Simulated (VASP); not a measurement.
# Cu (I4/mmm) in VASP: a series of runs

The runs below take Cu through single point, with r2SCAN.

All numbers are computed with VASP 6.6.1; they aren't measurements. Logs are shortened: lines on timing, memory, paths and dates and some standing lists are left out, and cuts for length are marked.

## (1) The cell of the first run

Symmetry: I4/mmm, No. 139, tetragonal system. The conventional cell has a = 2.510 Å, b = 2.510 Å, c = 3.648 Å, α = 90.00°, β = 90.00°, γ = 90.00°. Cu (site symmetry 4/mmm) has 12 Cu at 2.51 to 2.55 Å within 3.3 Å.

## (2) Single point, r2SCAN (uniaxial strain along c: +2.0 %, then relaxed in part)

POSCAR reads:

```
Cu
1.0
    1.7748603625      1.7748603625      0.0000000000
   -1.7748603625      1.7748603625      0.0000000000
    0.0000000000      0.0000000000      3.6481954756
Cu
2
Direct
    0.0000000000      0.0000000000      0.0000000000
    0.5000000000      0.5000000000      0.5000000000
```

INCAR.step1 reads:

```
PREC = Accurate ; ENCUT = 520
ISMEAR = 0 ; SIGMA = 0.1
LREAL = False ; LASPH = True
NELM = 100 ; NBANDS = 18
GGA = PE ; ALGO = Normal
EDIFF = 1E-4 ; LWAVE = True
LCHARG = False
```

INCAR.step2 reads:

```
PREC = Accurate ; ENCUT = 520
EDIFF = 1E-7 ; ISMEAR = 0
SIGMA = 0.1 ; LREAL = False
LASPH = True ; NELM = 100
ALGO = Normal ; ISIF = 2
LWAVE = False ; LCHARG = True
METAGGA = R2SCAN ; LMIXTAU = True
LELF = True ; LVHAR = True
NBANDS = 18 ; ISTART = 1
```

KPOINTS reads:

```
Automatic mesh
0
Gamma
  20 20 14
```

Potentials or basis: VASP PAW PBE potentials, release 64 (Cu).

Started as:

```
$ cat potpaw_PBE.64/Cu/POTCAR > POTCAR
$ cp INCAR.step1 INCAR
$ mpirun -np 1 vasp_std > vasp.out
$ cp INCAR.step2 INCAR
$ mpirun -np 1 vasp_std > vasp.out
```

OUTCAR:

```text
PREC = Accurate
   ENCUT = 520
   EDIFF = 1E-7
   ISMEAR = 0
   LREAL = False
   LASPH = True
   NELM = 100
   ISIF = 2
   METAGGA = R2SCAN
   ISTART = 1

 ion  position               nearest neighbor table
   1  0.000  0.000  0.000-   2 2.55   2 2.55   2 2.55   2 2.55   2 2.55   2 2.55   2 2.55   2 2.55

   2  0.500  0.500  0.500-   1 2.55   1 2.55   1 2.55   1 2.55   1 2.55   1 2.55   1 2.55   1 2.55

  LATTYP: Found a simple tetragonal cell.
 ALAT       =     2.5100315960
 C/A-ratio  =     1.4534460369

  Lattice vectors:

 A1 = (   1.7748603625,   1.7748603625,   0.0000000000)
 A2 = (  -1.7748603625,   1.7748603625,   0.0000000000)
 A3 = (   0.0000000000,   0.0000000000,   3.6481954756)

Analysis of symmetry for initial positions (statically):
=====================================================================
 Subroutine PRICEL returns following result:

  LATTYP: Found a body centered tetragonal cell.
 ALAT       =     2.5100315960
 C/A-ratio  =     1.4534460369

  Lattice vectors:

 A1 = (   1.7748603625,   0.0000000000,  -1.8240977378)
 A2 = (  -1.7748603625,   0.0000000000,  -1.8240977378)
 A3 = (   0.0000000000,   1.7748603625,   1.8240977378)

   2 primitive cells build up your supercell.

 Routine SETGRP: Setting up the symmetry group for a
 simple tetragonal supercell.

 Subroutine GETGRP returns: Found 16 space group operations
 (whereof 16 operations were pure point group operations)
 out of a pool of 16 trial point group operations.

The static configuration has the point symmetry D_4h.

Analysis of symmetry for dynamics (positions and initial velocities):
=====================================================================
 Subroutine PRICEL returns following result:

  LATTYP: Found a body centered tetragonal cell.
 ALAT       =     2.5100315960
 C/A-ratio  =     1.4534460369

  Lattice vectors:

 A1 = (   1.7748603625,   0.0000000000,  -1.8240977378)
 A2 = (  -1.7748603625,   0.0000000000,  -1.8240977378)
 A3 = (   0.0000000000,   1.7748603625,   1.8240977378)

   2 primitive cells build up your supercell.

 Routine SETGRP: Setting up the symmetry group for a
 simple tetragonal supercell.

 Subroutine GETGRP returns: Found 16 space group operations
[... 89 lines left out ...]
   NGX,Y,Z   is equivalent  to a cutoff of  13.25, 13.25, 12.76 a.u.
   NGXF,Y,Z  is equivalent  to a cutoff of  26.49, 26.49, 25.52 a.u.
 SYSTEM =  unknown system
   PREC   = accura    normal or accurate (medium, high low for compatibility)
   ISTART =      1    job   : 0-new  1-cont  2-samecut
   ICHARG =      0    charge: 1-file 2-atom 10-const
   ISPIN  =      1    spin polarized calculation?
   LNONCOLLINEAR =      F non collinear calculations
   LSORBIT =      F    spin-orbit coupling
   LASPH  =      T    aspherical Exc in radial PAW
   ENCUT  =  520.0 eV  38.22 Ry    6.18 a.u.   4.67  4.67  6.78*2*pi/ulx,y,z
   NELM   =    100;   NELMIN=  2; NELMDL=  0     # of ELM steps
   EDIFF  = 0.1E-06   stopping-criterion for ELM
   LREAL  =      F    real-space projection
   EDIFFG = 0.1E-05   stopping-criterion for IOM
   NSW    =      0    number of steps for IOM
   IBRION =     -1    ionic relax: 0-MD 1-quasi-New 2-CG
   NFREE  =      0    steps in history (QN), initial steepest desc. (CG)
   ISIF   =      2    stress and relaxation
   ISYM   =      2    0-nonsym 1-usesym 2-fastsym
   POTIM  = 0.5000    time-step for ionic-motion
   TEBEG  =    0.0;   TEEND  =   0.0 temperature during run
   PSTRESS=    0.0 pullay stress
   NELECT =      22.0000    total number of electrons
   NUPDOWN=      -1.0000    fix difference up-down
   EMIN   =  10.00;   EMAX   =-10.00  energy-range for DOS
   EFERMI =   0.00;   METHOD = LEGACY
   ISMEAR =     0;   SIGMA  =   0.10  broadening in eV -4-tet -1-fermi 0-gaus
   EFERMI_NEDOS =   21; number of points for ismear=-14 and -15
   IALGO  =     38    algorithm
   IMIX   =      4    mixing-type and parameters
     AMIX     =   0.40;   BMIX     =  1.00
     AMIX_MAG =   1.60;   BMIX_MAG =  1.00
  volume/ion in A,a.u.               =      11.49        77.55
  Fermi-wavevector in a.u.,A,eV,Ry     =   1.613381  3.048848 35.415935  2.602998
  Thomas-Fermi vector in A             =   2.708459
   LORBIT       =      0    0 simple, 1 ext, 2 COOP (PROOUT), +10 PAW based schemes
   METAGGA = R2SCAN    functional components
   LHFCALC =     F    Hartree Fock is set to
   AEXX    =    0.0000 exact exchange contribution
   IVDW    =     0    specifies the selected vdW correction
   LEPSILON=     F    determine dielectric tensor
   LRPA    =     F    only Hartree local field effects (RPA)
 non-spin polarized calculation
 Gauss-broadening in eV      SIGMA  =   0.10
  energy-cutoff  :      520.00
  volume of cell :       22.98
 maximum number of plane-waves:       641
 NGX is ok and might be reduce to    20
   NGX =  9   NGY =  9   NGZ = 13

 number of electron      22.0000000 magnetization

 Free energy of the ion-electron system (eV)
  ---------------------------------------------------
  ext. energy  EPLUGINS =         0.00000000
  ---------------------------------------------------
  free energy    TOTEN  =       -21.65195710 eV

  energy without entropy =      -21.64880031  energy(sigma->0) =      -21.65037870

 E-fermi :   7.7404     XC(G=0): -13.9288

 val. band max:        7.7355959733   @ k =   0.5000   0.1500   0.0714
 cond. band min:       7.7525221088   @ k =   0.4000   0.2500   0.3571
 fundamental gap:      0.0169261355
 Fermi energy:         7.7403508809

 k-point     1 :       0.0000    0.0000    0.0000
  band No.  band energies     occupation
      1      -2.1473      2.00000
      2       2.4892      2.00000
      3       3.0190      2.00000
      4       4.4217      2.00000
      5       4.5635      2.00000
      6       4.5635      2.00000
[... 481 lines left out ...]
      5       4.6858      2.00000
      6       4.7724      2.00000
[... 10 lines left out ...]
     17      28.0433      0.00000
     18      31.1753      0.00000

 [... further k-points ...]
[... 5 lines left out ...]
  --------------------------------------------------------------------------------------
  -------------------------------------------------------------------------------------
  Total        0.0813130      0.0813130     -0.1922336      0.0000000     -0.0000000     -0.0000000
  in kB        5.6680525      5.6680525    -13.3999565      0.0000000     -0.0000000     -0.0000000
  external PRESSURE =      -0.6879505 kB  Pullay stress =       0.0000000 kB

 VOLUME and BASIS-vectors are now :
 -----------------------------------------------------------------------------
  energy-cutoff  :      520.00
  volume of cell :       22.98
      direct lattice vectors                 reciprocal lattice vectors
     1.774860362  1.774860362  0.000000000     0.281712303  0.281712303  0.000000000
    -1.774860362  1.774860362  0.000000000    -0.281712303  0.281712303  0.000000000
     0.000000000  0.000000000  3.648195476     0.000000000  0.000000000  0.274108119

 POSITION                                       TOTAL-FORCE (eV/Angst)
 -----------------------------------------------------------------------------------
      0.00000      0.00000      0.00000        -0.000000     -0.000000     -0.000000
      0.00000      1.77486      1.82410         0.000000      0.000000      0.000000
 -----------------------------------------------------------------------------------
    total drift:                               -0.000000      0.000000      0.000000

  FREE ENERGIE OF THE ION-ELECTRON SYSTEM (eV)
  ---------------------------------------------------
  free  energy   TOTEN  =       -21.6519570966 eV

  energy  without entropy=      -21.6488003062  energy(sigma->0) =      -21.65037870
```

OUTCAR.step1:

```text
PREC = Accurate
   ENCUT = 520
   ISMEAR = 0
   LREAL = False
   LASPH = True
[... 748 lines left out ...]
      0.00000      0.00000      0.00000         0.000000     -0.000000      0.000000
      0.00000      1.77486      1.82410         0.000000      0.000000     -0.000000
 -----------------------------------------------------------------------------------
    total drift:                               -0.000000      0.000000      0.000000

  FREE ENERGIE OF THE ION-ELECTRON SYSTEM (eV)
  ---------------------------------------------------
  free  energy   TOTEN  =        -7.4336226165 eV

  energy  without entropy=       -7.4302839905  energy(sigma->0) =       -7.43195330
```

OSZICAR.step1:

```text
N       E                     dE             d eps       ncg     rms          rms(c)
DAV:   1     0.122768662952E+03    0.12277E+03   -0.10718E+04 20960   0.221E+03
DAV:   2    -0.283307336557E+01   -0.12560E+03   -0.11923E+03 19062   0.291E+02
DAV:   3    -0.919183642526E+01   -0.63588E+01   -0.61128E+01 20946   0.880E+01
DAV:   4    -0.926271651689E+01   -0.70880E-01   -0.70827E-01 21918   0.991E+00
DAV:   5    -0.926368499774E+01   -0.96848E-03   -0.96845E-03 23092   0.100E+00    0.109E+01
DAV:   6    -0.812949269999E+01    0.11342E+01   -0.10962E+01 20424   0.957E+01    0.530E+00
DAV:   7    -0.745935220051E+01    0.67014E+00   -0.21022E+00 20598   0.390E+01    0.806E-01
DAV:   8    -0.743748000942E+01    0.21872E-01   -0.14708E-02 22530   0.155E+00    0.466E-01
DAV:   9    -0.743358879413E+01    0.38912E-02   -0.57753E-03 21620   0.220E+00    0.204E-02
DAV:  10    -0.743362261652E+01   -0.33822E-04   -0.18150E-04 18400   0.149E-01
   1 F= -.74336226E+01 E0= -.74319533E+01  d E =-.333863E-02
```

Run time: 7.9 min. Hardware: 1 thread of Intel Xeon Platinum 8488C (Sapphire Rapids), shared host; peak memory 0.28 GiB.

Results:

```
Free energy            : -21.6520 eV
Pressure               : -0.1 GPa
Band gap on the k mesh : zero (band 11 reaches 14.35 eV, above the bottom of band 12 at 5.69 eV)
```

Caveat: the cell differs from its parent crystal (uniaxial strain along c: +2.0 %, then relaxed in part); the PAW data sets were made with another functional, which shifts forces and pressure a little.

## (3) Single point, r2SCAN (uniaxial strain along c: +2.0 %)

POSCAR reads:

```
Cu
1.0
    1.7793894599      1.7793894599      0.0000000000
   -1.7793894599      1.7793894599      0.0000000000
    0.0000000000      0.0000000000      3.6481954756
Cu
2
Direct
    0.0000000000      0.0000000000      0.0000000000
    0.5000000000      0.5000000000      0.5000000000
```

INCAR.step1 reads:

```
ALGO = Normal
EDIFF = 1E-4
ENCUT = 520
GGA = PE
ISMEAR = 0
LASPH = T
LCHARG = F
LREAL = F
LWAVE = T
NBANDS = 18
NELM = 80
PREC = Accurate
SIGMA = 0.1
```

INCAR.step2 reads:

```
ALGO = Normal
EDIFF = 1E-6
ENCUT = 520
ISIF = 2
ISMEAR = 0
ISTART = 1
LASPH = T
LCHARG = T
LELF = T
LMIXTAU = T
LREAL = F
LVHAR = T
LWAVE = F
METAGGA = R2SCAN
NBANDS = 18
NELM = 80
PREC = Accurate
SIGMA = 0.1
```

KPOINTS reads:

```
k-points
0
Gamma
  20 20 14
```

Potentials or basis: VASP PAW PBE potentials, release 64 (Cu).

Started as:

```
$ cat potpaw_PBE.64/Cu/POTCAR > POTCAR
$ cp INCAR.step1 INCAR
$ mpirun -np 1 vasp_std > vasp.out
$ cp INCAR.step2 INCAR
$ mpirun -np 1 vasp_std > vasp.out
```

It took 7.7 min on 1 thread of Intel Xeon Platinum 8488C (Sapphire Rapids), shared host; peak memory 0.28 GiB.

Results (log left out):

* Free energy: -21.6521 eV
* Pressure: -0.9 GPa
* Band gap on the k mesh: zero (band 11 reaches 14.26 eV, above the bottom of band 12 at 5.63 eV)

Stress tensor (GPa, compression positive):
```
-0.36  0.00  0.00
 0.00 -0.36  0.00
 0.00  0.00 -2.05
```

Levels at points of the mesh, in eV from the Fermi level:
```
           k point  band 8  band 9  band 10  band 11  band 12  band 13  band 14  band 15
(0.00, 0.00, 0.00)   -2.30   -1.78    -1.60    -1.60     1.20     7.15    14.36    14.36
(0.50, 0.00, 0.00)   -2.69   -2.32    -2.32    -0.25    -0.25    10.01    10.01    11.29
(0.50, 0.50, 0.00)   -1.64   -1.55    -1.55     1.76     1.76     7.82     7.82    13.73
(0.00, 0.00, 0.50)   -2.48   -2.48    -2.48    -2.04    -2.04    18.44    18.44    18.44
(0.50, 0.00, 0.50)   -1.78   -1.73    -1.73    -1.11    -1.11     4.09     4.09    21.85
(0.50, 0.50, 0.50)   -2.41   -1.55    -1.55     6.58     6.58     6.58     6.58     8.84
```

Caveat: the cell differs from its parent crystal (uniaxial strain along c: +2.0 %); the PAW data sets were made with another functional, which shifts forces and pressure a little.
